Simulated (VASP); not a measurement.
# LiCl (R3m) in VASP: single point with HSE06

Aim: the single point of LiCl with HSE06.

All numbers are computed with VASP 6.6.1; they aren't measurements. Logs are shortened: lines on timing, memory, paths and dates and some standing lists are left out, and cuts for length are marked.

**1. The cell of the first run**

The structure is trigonal, space group R3m (No. 160). Conventional cell: a = 3.865 Å, b = 3.865 Å, c = 9.264 Å, α = 90.00°, β = 90.00°, γ = 120.00°. Within 3.1 Å of Li (site symmetry 3m) lie 4 Cl at 2.34 to 2.35 Å. Cl (site symmetry 3m) has 4 Li at 2.34 to 2.35 Å within 3.1 Å.

**2. Single point, HSE06 (strain along [111] -2.1%)**

File POSCAR:

```
LiCl
1.0
   -0.0391736098      2.6938689370      2.6938689370
    2.6938689370     -0.0391736098      2.6938689370
    2.6938689370      2.6938689370     -0.0391736098
Li Cl
1 1
Direct
   -0.0014361518     -0.0014361518     -0.0014361518
    0.2514361518      0.2514361518      0.2514361518
```

File INCAR.step1:

```
SYSTEM = LiCl
  PREC = Accurate
  ENCUT = 520
  EDIFF = 1E-5
  ISMEAR = 0
  SIGMA = 0.01
  LREAL = .False.
  LASPH = .True.
  NELM = 60
  ALGO = Normal
  ISIF = 2
  LWAVE = .True.
  GGA = PE
  NBANDS = 12
```

File INCAR.step2:

```
SYSTEM = LiCl
  PREC = Accurate
  ENCUT = 520
  EDIFF = 1E-6
  ISMEAR = 0
  SIGMA = 0.01
  LREAL = .False.
  LASPH = .True.
  NELM = 60
  ALGO = Normal
  ISIF = 2
  LWAVE = .False.
  LCHARG = .True.
  GGA = PE
  LHFCALC = .True.
  HFSCREEN = 0.2079
  PRECFOCK = Normal
  LELF = .True.
  LVHAR = .True.
  ISTART = 1
  NBANDS = 12
```

File KPOINTS:

```
Automatic mesh
0
Gamma
  6 6 6
  0 0 0
```

Potentials or basis: VASP PAW PBE potentials, release 64 (Li_sv, Cl).

On the command line:

```sh
cat potpaw_PBE.64/Li_sv/POTCAR potpaw_PBE.64/Cl/POTCAR > POTCAR
cp INCAR.step1 INCAR
mpirun -np 1 vasp_std > vasp.out
cp INCAR.step2 INCAR
mpirun -np 1 vasp_std > vasp.out
```

OUTCAR:

```text
SYSTEM = LiCl
   PREC = Accurate
   ENCUT = 520
   EDIFF = 1E-6
   ISMEAR = 0
   LREAL = .False.
   LASPH = .True.
   NELM = 60
   ISIF = 2
   GGA = PE
   LHFCALC = .True.
   HFSCREEN = 0.2079
   PRECFOCK = Normal
   ISTART = 1

 ion  position               nearest neighbor table
   1  0.999  0.999  0.999-   2 2.34   2 2.35   2 2.35   2 2.35
   2  0.251  0.251  0.251-   1 2.34   1 2.35   1 2.35   1 2.35

  LATTYP: Found a trigonal (rhomboedric) cell.
 ALAT       =     3.8099073835
 COS(alpha) =     0.4854069119

  Lattice vectors:

 A1 = (  -0.0391736098,   2.6938689370,   2.6938689370)
 A2 = (   2.6938689370,  -0.0391736098,   2.6938689370)
 A3 = (   2.6938689370,   2.6938689370,  -0.0391736098)

Analysis of symmetry for initial positions (statically):
=====================================================================
 Subroutine PRICEL returns:
 Original cell was already a primitive cell.

 Routine SETGRP: Setting up the symmetry group for a
 trigonal (rhombohedral) supercell.

 Subroutine GETGRP returns: Found  6 space group operations
 (whereof  6 operations were pure point group operations)
 out of a pool of 12 trial point group operations.

The static configuration has the point symmetry C_3v.

Analysis of symmetry for dynamics (positions and initial velocities):
=====================================================================
 Subroutine PRICEL returns:
 Original cell was already a primitive cell.

 Routine SETGRP: Setting up the symmetry group for a
 trigonal (rhombohedral) supercell.

 Subroutine GETGRP returns: Found  6 space group operations
 (whereof  6 operations were pure point group operations)
 out of a pool of 12 trial point group operations.

The dynamic configuration has the point symmetry C_3v.

 Subroutine INISYM returns: Found  6 space group operations
 (whereof  6 operations are pure point group operations),
 and found     1 'primitive' translations

----------------------------------------------------------------------------------------

                                     Primitive cell

  volume of cell :      39.9512

  direct lattice vectors                    reciprocal lattice vectors
    -0.039173610  2.693868937  2.693868937    -0.181606369  0.184286216  0.184286216
     2.693868937 -0.039173610  2.693868937     0.184286216 -0.181606369  0.184286216
     2.693868937  2.693868937 -0.039173610     0.184286216  0.184286216 -0.181606369

  length of vectors
     3.809907384  3.809907384  3.809907384     0.317653414  0.317653414  0.317653414

  position of ions in fractional coordinates (direct lattice)
     0.998563848  0.998563848  0.998563848
     0.251436152  0.251436152  0.251436152

  ion indices of the primitive-cell ions
   primitive index   ion index
                 1           1
                 2           2

----------------------------------------------------------------------------------------

 KPOINTS: Automatic mesh

Automatic generation of k-mesh.
 Grid dimensions read from file:
 generate k-points for:    6    6    6

 Generating k-lattice:

  Cartesian coordinates                     Fractional coordinates (reciprocal lattice)
    -0.030267728  0.030714369  0.030714369     0.166666667  0.000000000  0.000000000
     0.030714369 -0.030267728  0.030714369     0.000000000  0.166666667  0.000000000
     0.030714369  0.030714369 -0.030267728     0.000000000  0.000000000  0.166666667

  Length of vectors
     0.052942236  0.052942236  0.052942236

  Shift w.r.t. Gamma in fractional coordinates (k-lattice)
     0.000000000  0.000000000  0.000000000

 Subroutine IBZKPT returns following result:
 ===========================================

 Found     32 irreducible k-points:

 Following reciprocal coordinates:
            Coordinates               Weight
  0.000000  0.000000  0.000000      1.000000
  0.166667  0.000000  0.000000      6.000000
  0.333333 -0.000000 -0.000000      6.000000
  0.500000  0.000000 -0.000000      3.000000
  0.166667  0.166667 -0.000000      6.000000
  0.333333  0.166667 -0.000000     12.000000
[... 16 lines left out ...]
  0.500000  0.500000  0.166667      6.000000
 -0.333333  0.500000  0.166667     12.000000
 [... further k-points ...]
   k-points           NKPTS =     32   k-points in BZ     NKDIM =    216   number of bands    NBANDS=     12
   number of dos      NEDOS =    301   number of ions     NIONS =      2
   total plane-waves  NPLWV =  21952
   dimension x,y,z NGX =    28 NGY =   28 NGZ =   28
   dimension x,y,z NGXF=    56 NGYF=   56 NGZF=   56
   ions per type =               1   1
   NGX,Y,Z   is equivalent  to a cutoff of  12.22, 12.22, 12.22 a.u.
   NGXF,Y,Z  is equivalent  to a cutoff of  24.44, 24.44, 24.44 a.u.
 SYSTEM =  LiCl
   PREC   = accura    normal or accurate (medium, high low for compatibility)
   ISTART =      1    job   : 0-new  1-cont  2-samecut
   ICHARG =      0    charge: 1-file 2-atom 10-const
   ISPIN  =      1    spin polarized calculation?
   LNONCOLLINEAR =      F non collinear calculations
   LSORBIT =      F    spin-orbit coupling
   LASPH  =      T    aspherical Exc in radial PAW
   ENCUT  =  520.0 eV  38.22 Ry    6.18 a.u.   7.08  7.08  7.08*2*pi/ulx,y,z
   NELM   =     60;   NELMIN=  2; NELMDL=  0     # of ELM steps
   EDIFF  = 0.1E-05   stopping-criterion for ELM
   LREAL  =      F    real-space projection
   EDIFFG = 0.1E-04   stopping-criterion for IOM
   NSW    =      0    number of steps for IOM
   IBRION =     -1    ionic relax: 0-MD 1-quasi-New 2-CG
   NFREE  =      0    steps in history (QN), initial steepest desc. (CG)
   ISIF   =      2    stress and relaxation
   ISYM   =      3    0-nonsym 1-usesym 2-fastsym
   POTIM  = 0.5000    time-step for ionic-motion
   TEBEG  =    0.0;   TEEND  =   0.0 temperature during run
   PSTRESS=    0.0 pullay stress
   NELECT =      10.0000    total number of electrons
   NUPDOWN=      -1.0000    fix difference up-down
   EMIN   =  10.00;   EMAX   =-10.00  energy-range for DOS
   EFERMI =   0.00;   METHOD = LEGACY
   ISMEAR =     0;   SIGMA  =   0.01  broadening in eV -4-tet -1-fermi 0-gaus
   EFERMI_NEDOS =   21; number of points for ismear=-14 and -15
   IALGO  =     38    algorithm
   IMIX   =      1    mixing-type and parameters
     AMIX     =   0.40;   BMIX     =  1.00
     AMIX_MAG =   1.60;   BMIX_MAG =  1.00
  volume/ion in A,a.u.               =      19.98       134.80
  Fermi-wavevector in a.u.,A,eV,Ry     =   1.031727  1.949681 14.482868  1.064461
  Thomas-Fermi vector in A             =   2.165890
   LORBIT       =      0    0 simple, 1 ext, 2 COOP (PROOUT), +10 PAW based schemes
   GGA     = PE    functional components
   LHFCALC =     T    Hartree Fock is set to
   PRECFOCK=normal    Normal, Fast or Accurate (Low or Medium for compatibility)
   ENCUT4O =  -1.0   cutoff for four orbital integrals eV
   NKREDX  =     1    reduce k-point grid by
   NKREDY  =     1    reduce k-point grid by
   NKREDZ  =     1    reduce k-point grid by
   AEXX    =    0.2500 exact exchange contribution
   HFSCREEN=    0.2079 screening length (either q_TF or 0.3 A-1)
   HFSCREENC=   0.2079 screening length for correlation (either q_TF or 0.3 A-1)
   ENCUTFOCK=  -1.0 apply spherical cutoff to Coloumb kernel
   IVDW    =     0    specifies the selected vdW correction
   LEPSILON=     F    determine dielectric tensor
   LRPA    =     F    only Hartree local field effects (RPA)
 non-spin polarized calculation
 Gauss-broadening in eV      SIGMA  =   0.01
  energy-cutoff  :      520.00
  volume of cell :       39.95
 maximum number of plane-waves:      1092
  NGX = 24; NGY = 24; NGZ = 24

 number of electron       9.9999997 magnetization

 Free energy of the ion-electron system (eV)
  ---------------------------------------------------
  ext. energy  EPLUGINS =         0.00000000
  ---------------------------------------------------
  free energy    TOTEN  =        -8.48976253 eV

  energy without entropy =       -8.48976253  energy(sigma->0) =       -8.48976253

 E-fermi :  -1.7550     XC(G=0):  -6.5363

 val. band max:       -1.9485282086   @ k =   0.0000   0.0000   0.0000
 cond. band min:       5.4521226411   @ k =   0.0000   0.0000   0.0000
 fundamental gap:      7.4006508497
 Fermi energy:        -1.7549546790

 k-point     1 :       0.0000    0.0000    0.0000
  band No.  band energies     occupation
      1     -47.5068      2.00000
      2     -16.0013      2.00000
      3      -2.0402      2.00000
      4      -2.0402      2.00000
      5      -1.9485      2.00000
      6       5.4521      0.00000
      7       9.6578      0.00000
      8       9.6578      0.00000
      9       9.9355      0.00000
     10      14.2965      0.00000
     11      14.2965      0.00000
     12      17.3835      0.00000

 k-point     2 :       0.1667    0.0000    0.0000
  band No.  band energies     occupation
      1     -47.5063      2.00000
      2     -15.9214      2.00000
      3      -2.6905      2.00000
      4      -2.1197      2.00000
      5      -2.0460      2.00000
      6       6.1567      0.00000
      7       9.8827      0.00000
      8       9.9582      0.00000
      9      10.1799      0.00000
     10      13.4919      0.00000
     11      13.6074      0.00000
     12      16.0649      0.00000

 k-point     3 :       0.3333   -0.0000   -0.0000
  band No.  band energies     occupation
      1     -47.5053      2.00000
      2     -15.7526      2.00000
      3      -3.7832      2.00000
      4      -2.2695      2.00000
      5      -2.2112      2.00000
      6       7.3481      0.00000
      7      10.0466      0.00000
      8      10.1439      0.00000
      9      10.2203      0.00000
     10      14.0207      0.00000
     11      14.3086      0.00000
     12      15.8733      0.00000
[... 286 lines left out ...]
 k-point    23 :       0.5000    0.5000    0.1667
  band No.  band energies     occupation
      1     -47.5042      2.00000
      2     -15.5680      2.00000
      3      -3.7697      2.00000
      4      -3.0255      2.00000
      5      -2.8541      2.00000
      6       6.6024      0.00000
      7       9.4955      0.00000
      8      11.8329      0.00000
      9      12.3476      0.00000
     10      13.6724      0.00000
     11      16.4710      0.00000
     12      17.0881      0.00000

 k-point    24 :      -0.3333    0.5000    0.1667
  band No.  band energies     occupation
      1     -47.5041      2.00000
      2     -15.5438      2.00000
      3      -3.6810      2.00000
      4      -3.1647      2.00000
      5      -3.0471      2.00000
      6       6.9545      0.00000
      7       9.8385      0.00000
      8      11.3410      0.00000
      9      12.2626      0.00000
     10      14.0094      0.00000
     11      16.3248      0.00000
     12      17.0197      0.00000

 [... further k-points ...]

------------------------ aborting loop because EDIFF is reached ----------------------------------------

  FORCE on cell =-STRESS in cart. coord.  units (eV):
  Direction    XX          YY          ZZ          XY          YZ          ZX
  --------------------------------------------------------------------------------------
  -------------------------------------------------------------------------------------
  Total        0.1856709      0.1856709      0.1856709      0.0506851      0.0506851      0.0506851
  in kB        7.4460226      7.4460226      7.4460226      2.0326407      2.0326407      2.0326407
  external PRESSURE =       7.4460226 kB  Pullay stress =       0.0000000 kB

 VOLUME and BASIS-vectors are now :
 -----------------------------------------------------------------------------
  energy-cutoff  :      520.00
  volume of cell :       39.95
      direct lattice vectors                 reciprocal lattice vectors
    -0.039173610  2.693868937  2.693868937    -0.181606369  0.184286216  0.184286216
     2.693868937 -0.039173610  2.693868937     0.184286216 -0.181606369  0.184286216
     2.693868937  2.693868937 -0.039173610     0.184286216  0.184286216 -0.181606369

 POSITION                                       TOTAL-FORCE (eV/Angst)
 -----------------------------------------------------------------------------------
      5.34088      5.34088      5.34088        -0.000783     -0.000783     -0.000783
      1.34482      1.34482      1.34482         0.000783      0.000783      0.000783
 -----------------------------------------------------------------------------------
    total drift:                               -0.000154     -0.000154     -0.000154

  FREE ENERGIE OF THE ION-ELECTRON SYSTEM (eV)
  ---------------------------------------------------
  free  energy   TOTEN  =        -8.4897625284 eV

  energy  without entropy=       -8.4897625284  energy(sigma->0) =       -8.48976253
```

Run time: 17 min. Hardware: 1 thread of Intel Xeon Platinum 8259CL at 2.50GHz (Skylake/Cascade Lake), shared host; peak memory 0.27 GiB.

Results:

```yaml
Free_energy: -8.4898 eV
Band_gap_on_the_k_mesh: 7.40 eV
```

Levels at points of the mesh, in eV from the valence-band top:
```csv
k point,band 1,band 2,band 3,band 4,band 5,band 6,band 7,band 8,band 9,band 10
"(0.00, 0.00, 0.00)",-45.56,-14.05,-0.09,-0.09,0.00,7.40,11.61,11.61,11.88,16.25
"(0.50, 0.00, 0.00)",-45.56,-13.71,-2.31,-0.39,-0.34,9.82,11.82,11.93,12.29,17.81
"(0.50, 0.50, 0.00)",-45.56,-13.60,-1.90,-1.04,-0.94,7.87,11.05,15.35,15.75,15.82
"(0.50, 0.50, 0.50)",-45.56,-13.68,-2.32,-0.44,-0.44,9.81,11.71,11.71,12.34,18.11
```

Caveat: the cell differs from its parent crystal (strain along [111] -2.1%); the cutoff is under 1.25 times the usual one of these potentials, so pressure, stress and relaxed cells hold a basis-set (Pulay) error; the structure was generated, so it needn't be the stable form of LiCl; the PAW data sets were made with another functional, which shifts forces and pressure a little. A k mesh can miss the band edges.
